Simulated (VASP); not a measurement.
The system is GaMo.

```
Ga Mo
1.0
     3.21297    0.00000    0.00000
     0.00000    3.21297    0.00000
     0.00000    0.00000    3.21297
Ga Mo
1 1
Direct
  0.00000 0.00000 0.00000
  0.50000 0.50000 0.50000
```

- Program: VASP 6.6.1
- Task: relaxation of cell and atoms
- Functional: PBE
- Potentials or basis: VASP PAW PBE potentials, release 64 (Ga_d, Mo_sv)
- Cutoff: 600 eV
- k mesh: 6 × 6 × 6
- Occupations: gaussian, width 0.1 eV
- Spin: no spin polarisation

At the start: pressure -12.1 GPa; volume 16.58 Å³/atom.

**Question.** Where does the relaxation end?

**Answer.** Over 3 steps the energy falls by 55.4 meV/atom and the volume is 15.26 Å³/atom (-8.0 %); space group Pm-3m (No. 221, to 0.05 Å).

Step by step:
```csv
step,energy change (eV),largest force (eV/Å),pressure (GPa),volume (Å³)
1,0.0000,0.0000,-12.08,33.17
2,0.0761,0.0000,22.60,27.52
3,-0.1107,0.0000,-0.35,30.51
```

Final structure:
```
CELL_PARAMETERS angstrom
3.12484 0.00000 0.00000
0.00000 3.12484 0.00000
0.00000 0.00000 3.12484
ATOMIC_POSITIONS crystal
Ga 0.00000 0.00000 0.00000
Mo 0.50000 0.50000 0.50000
```
